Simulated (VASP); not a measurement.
A run of VASP 6.6.1 is set up as follows.

INCAR

```
PREC = Accurate
ENCUT = 520
EDIFF = 1E-8
ISMEAR = -1
SIGMA = 0.02
LREAL = F
LASPH = T
NELM = 80
ALGO = Normal
ISIF = 2
LWAVE = F
LCHARG = F
GGA = PS
LEFG = T
NBANDS = 16
```

KPOINTS

```
Automatic mesh
0
Gamma
  13 13 13
```

POSCAR

```
GaN
1.0
   -0.0597750000      1.9626125000      1.9626125000
    1.9626125000     -0.0597750000      1.9626125000
    1.9626125000      1.9626125000     -0.0597750000
Ga N
1 1
Direct
    0.5000000000      0.5000000000      0.5000000000
    0.0000000000      0.0000000000      0.0000000000
```

Potentials or basis: VASP PAW PBE potentials, release 64 (Ga_d, N).

Launch:

```sh
$ cat potpaw_PBE.64/Ga_d/POTCAR potpaw_PBE.64/N/POTCAR > POTCAR
$ mpirun -np 1 vasp_std > vasp.out
```

(1) What does it give for the pressure?

(2) Predict the band gap on the k mesh.

Answers

(1) 59.8 GPa.

(2) 1.64 eV, indirect (least direct gap 4.73 eV).

Caveat: the cell differs from its parent crystal (equal xy, yz and zx shear strains of -3 %); without QUAD_EFG the Cq values of the log hold for a quadrupole moment of 1 mb, not for the nuclei; the PAW data sets were made with another functional, which shifts forces and pressure a little.
